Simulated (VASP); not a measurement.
# CdF2 (R-3m) in VASP: a series of runs, part 2 of 2

VASP 6.6.1.

## Step 4: Single point, PBEsol

This run uses another cell than the first one, of the same volume but with other edges.

File INCAR:

```
SYSTEM = CdF2
PREC = Accurate
ENCUT = 520
EDIFF = 1E-6
ISMEAR = 0
SIGMA = 0.05
LREAL = .False.
LASPH = .True.
NELM = 80
ALGO = Normal
ISIF = 2
LWAVE = .False.
LCHARG = .False.
GGA = PS
NBANDS = 20
```

File KPOINTS:

```
regular mesh
0
Gamma
  8 8 8
  0 0 0
```

File POSCAR:

```
CdF2
1.0
   -0.5838279476      2.4359717814      2.4359717814
    2.4359717814     -0.5838279476      2.4359717814
    2.4359717814      2.4359717814     -0.5838279476
Cd F
1 2
Direct
    0.0000000000      0.0000000000      0.0000000000
    0.2500000000      0.2500000000      0.2500000000
    0.7500000000      0.7500000000      0.7500000000
```

Potentials or basis: VASP PAW PBE potentials, release 64 (Cd, F).

Started as:

```console
$ cat potpaw_PBE.64/Cd/POTCAR potpaw_PBE.64/F/POTCAR > POTCAR
$ mpirun -np 1 vasp_std > vasp.out
```

OUTCAR:

```text
SYSTEM = CdF2
   PREC = Accurate
   ENCUT = 520
   EDIFF = 1E-6
   ISMEAR = 0
   LREAL = .False.
   LASPH = .True.
   NELM = 80
   ISIF = 2
   GGA = PS

 ion  position               nearest neighbor table
   1  0.000  0.000  0.000-   2 1.86   3 1.86   3 2.54   3 2.54   3 2.54   2 2.54   2 2.54   2 2.54

   2  0.250  0.250  0.250-   1 1.86   1 2.54   1 2.54   1 2.54
   3  0.750  0.750  0.750-   1 1.86   1 2.54   1 2.54   1 2.54

  LATTYP: Found a trigonal (rhomboedric) cell.
 ALAT       =     3.4941053378
 COS(alpha) =     0.2530624440

  Lattice vectors:

 A1 = (  -0.5838279476,   2.4359717814,   2.4359717814)
 A2 = (   2.4359717814,  -0.5838279476,   2.4359717814)
 A3 = (   2.4359717814,   2.4359717814,  -0.5838279476)

Analysis of symmetry for initial positions (statically):
=====================================================================
 Subroutine PRICEL returns:
 Original cell was already a primitive cell.

 Routine SETGRP: Setting up the symmetry group for a
 trigonal (rhombohedral) supercell.

 Subroutine GETGRP returns: Found 12 space group operations
 (whereof 12 operations were pure point group operations)
[... 166 lines left out ...]

 E-fermi :  -0.6491     XC(G=0): -10.6326

 val. band max:       -0.9469323246   @ k =   0.5000   0.5000  -0.0000
 cond. band min:       2.5645113366   @ k =   0.0000   0.0000   0.0000
 fundamental gap:      3.5114436612
 Fermi energy:        -0.6490729370

 k-point     1 :       0.0000    0.0000    0.0000
  band No.  band energies     occupation
      1     -22.7763      2.00000
      2     -21.6217      2.00000
      3      -8.1178      2.00000
      4      -7.4369      2.00000
      5      -7.4369      2.00000
      6      -5.8379      2.00000
[... 541 lines left out ...]
     19      16.1757      0.00000
     20      19.3889      0.00000

 [... further k-points ...]

------------------------ aborting loop because EDIFF is reached ----------------------------------------

  FORCE on cell =-STRESS in cart. coord.  units (eV):
  Direction    XX          YY          ZZ          XY          YZ          ZX
  --------------------------------------------------------------------------------------
  -------------------------------------------------------------------------------------
  Total        6.1379781      6.1379781      6.1379781      5.6212597      5.6212597      5.6212597
  in kB      251.4856136    251.4856136    251.4856136    230.3145961    230.3145961    230.3145961
  external PRESSURE =     251.4856136 kB  Pullay stress =       0.0000000 kB

 VOLUME and BASIS-vectors are now :
 -----------------------------------------------------------------------------
  energy-cutoff  :      520.00
  volume of cell :       39.10
      direct lattice vectors                 reciprocal lattice vectors
    -0.583827948  2.435971781  2.435971781    -0.143030969  0.188116818  0.188116818
     2.435971781 -0.583827948  2.435971781     0.188116818 -0.143030969  0.188116818
     2.435971781  2.435971781 -0.583827948     0.188116818  0.188116818 -0.143030969

 POSITION                                       TOTAL-FORCE (eV/Angst)
 -----------------------------------------------------------------------------------
      0.00000      0.00000      0.00000         0.000000      0.000000     -0.000000
      1.07203      1.07203      1.07203         2.549364      2.549364      2.549364
      3.21609      3.21609      3.21609        -2.549364     -2.549364     -2.549364
 -----------------------------------------------------------------------------------
    total drift:                                0.000000     -0.000000      0.000000

  FREE ENERGIE OF THE ION-ELECTRON SYSTEM (eV)
  ---------------------------------------------------
  free  energy   TOTEN  =       -10.2924139115 eV

  energy  without entropy=      -10.2924139115  energy(sigma->0) =      -10.29241391
```

OSZICAR:

```text
N       E                     dE             d eps       ncg     rms          rms(c)
DAV:   1     0.194066594312E+03    0.19407E+03   -0.15533E+04  2712   0.132E+03
DAV:   2    -0.365332718919E+01   -0.19772E+03   -0.19008E+03  2852   0.346E+02
DAV:   3    -0.117331323481E+02   -0.80798E+01   -0.80573E+01  3004   0.761E+01
DAV:   4    -0.117670857780E+02   -0.33953E-01   -0.33952E-01  2760   0.511E+00
DAV:   5    -0.117672085116E+02   -0.12273E-03   -0.12273E-03  2996   0.273E-01    0.183E+01
DAV:   6    -0.102786658253E+02    0.14885E+01   -0.34979E+00  3340   0.358E+01    0.126E+01
DAV:   7    -0.103086820649E+02   -0.30016E-01   -0.85368E-01  2692   0.837E+00    0.696E+00
DAV:   8    -0.103029413918E+02    0.57407E-02   -0.16098E-01  2744   0.399E+00    0.829E-01
DAV:   9    -0.102918223700E+02    0.11119E-01   -0.45254E-02  3196   0.275E+00    0.105E-01
DAV:  10    -0.102923424129E+02   -0.52004E-03   -0.32990E-03  2752   0.522E-01    0.870E-02
DAV:  11    -0.102923978342E+02   -0.55421E-04   -0.93664E-05  2852   0.859E-02    0.430E-02
DAV:  12    -0.102924109236E+02   -0.13089E-04   -0.50579E-05  2700   0.675E-02    0.250E-02
DAV:  13    -0.102924137529E+02   -0.28293E-05   -0.31847E-06  2852   0.164E-02    0.184E-03
DAV:  14    -0.102924139115E+02   -0.15860E-06   -0.17265E-07  2260   0.410E-03
   1 F= -.10292414E+02 E0= -.10292414E+02  d E =-.640553E-19
```

stdout:

```text
POSCAR found type information on POSCAR CdF
 POSCAR found :  2 types and       3 ions
 scaLAPACK will be used
 -----------------------------------------------------------------------------
|                                                                             |
|                                                                             |
|     You enforced a specific xc type in the INCAR file but a different       |
|     I HOPE YOU KNOW WHAT YOU ARE DOING!                                     |
|                                                                             |
 -----------------------------------------------------------------------------

 LDA part: xc-table for (Slater+PW92), standard interpolation
 POSCAR, INCAR and KPOINTS ok, starting setup
 FFT: planning ... GRIDC
 FFT: planning ... GRID_SOFT
 FFT: planning ... GRID
 WAVECAR not read
 entering main loop
```

Wall time 21 s (1 thread of Intel Xeon Platinum 8559C (Emerald Rapids), shared host); peak memory 0.18 GiB.

Results:

- Free energy: -10.2924 eV
- Pressure: 25.1 GPa
- Largest force: 4.416 eV/Å
- Band gap on the k mesh: 3.51 eV, indirect (least direct gap 3.92 eV)

Forces in eV/Å, atoms in the order of the input:
```
Cd   0.000  0.000  0.000
F    2.549  2.549  2.549
F   -2.549 -2.549 -2.549
```

Caveat: the PAW data sets were made with another functional, which shifts forces and pressure a little. A k mesh can miss the band edges.

## Step 5: Single point, PBEsol

This run uses another cell than the first one, of the same volume but with other edges.

File INCAR:

```
SYSTEM = CdF2
ALGO = Normal
EDIFF = 1E-6
ENCUT = 520
GGA = PS
ISIF = 2
ISMEAR = 0
LASPH = .TRUE.
LCHARG = .FALSE.
LREAL = .FALSE.
LWAVE = .FALSE.
NBANDS = 20
NELM = 80
PREC = Accurate
SIGMA = 0.05
```

File KPOINTS:

```
k-points
0
G
  8 8 8
  0 0 0
```

File POSCAR:

```
CdF2
1.0
    0.6566750031      3.0591445268      3.0591445268
    3.0591445268      0.6566750031      3.0591445268
    3.0591445268      3.0591445268      0.6566750031
Cd F
1 2
Direct
    0.0000000000      0.0000000000      0.0000000000
    0.2500000000      0.2500000000      0.2500000000
    0.7500000000      0.7500000000      0.7500000000
```

Started as:

```console
$ cat potpaw_PBE.64/Cd/POTCAR potpaw_PBE.64/F/POTCAR > POTCAR
$ mpirun -np 1 vasp_std > vasp.out
```

Wall time 31 s (1 thread of Intel Xeon Platinum 8559C (Emerald Rapids), shared host); peak memory 0.22 GiB.

The run converged. Its results:

- Free energy: -11.2585 eV
- Pressure: 11.2 GPa
- Largest force: 0.523 eV/Å
- Band gap on the k mesh: 3.14 eV, indirect (least direct gap 3.28 eV)

Forces on the atoms (eV/Å):
```
Cd   0.000  0.000  0.000
F   -0.302 -0.302 -0.302
F    0.302  0.302  0.302
```

Stress tensor (GPa, compression positive):
```
11.18 -3.60 -3.60
-3.60 11.18 -3.60
-3.60 -3.60 11.18
```

Levels at points of the mesh, in eV from the valence-band top:
```
           k point  band 11  band 12  band 13  band 14  band 15  band 16
(0.00, 0.00, 0.00)    -0.90    -0.15    -0.15     3.14     9.62    15.12
(0.50, 0.00, 0.00)    -2.13    -0.82    -0.31     7.91     9.39    12.69
(0.50, 0.50, 0.00)    -1.27    -0.37    -0.01     8.33     9.21    12.04
(0.50, 0.50, 0.50)    -1.97     0.00     0.00     5.66     7.66    16.16
```

Caveat: the PAW data sets were made with another functional, which shifts forces and pressure a little. A k mesh can miss the band edges.

## Step 6: Overview

| cell | gap on the mesh (eV) | pressure (GPa) | largest force (eV/Å) |
| --- | --- | --- | --- |
| a = 3.394 Å, 3 atoms | 6.00 | 164.7 | 39.48 |
| a = 5.238 Å, angles 33.6°, 3 atoms | 3.30 | 24.6 | 1.07 |
| a = 3.494 Å, angles 75.3°, 3 atoms | 3.51 | 25.1 | 4.42 |
| a = 4.376 Å, angles 45.7°, 3 atoms | 3.14 | 11.2 | 0.52 |

Alike in all rows: task single point; level PBEsol; potentials or basis VASP PAW PBE potentials, release 64 (Cd, F); no spin polarisation; k mesh 8 × 8 × 8; cutoff (eV) 520; smearing gaussian 0.05 eV.

Caveats: the PAW data sets were made with another functional, which shifts forces and pressure a little.

Total energies depend on the potentials used, so only differences within one code and one set of settings carry meaning.
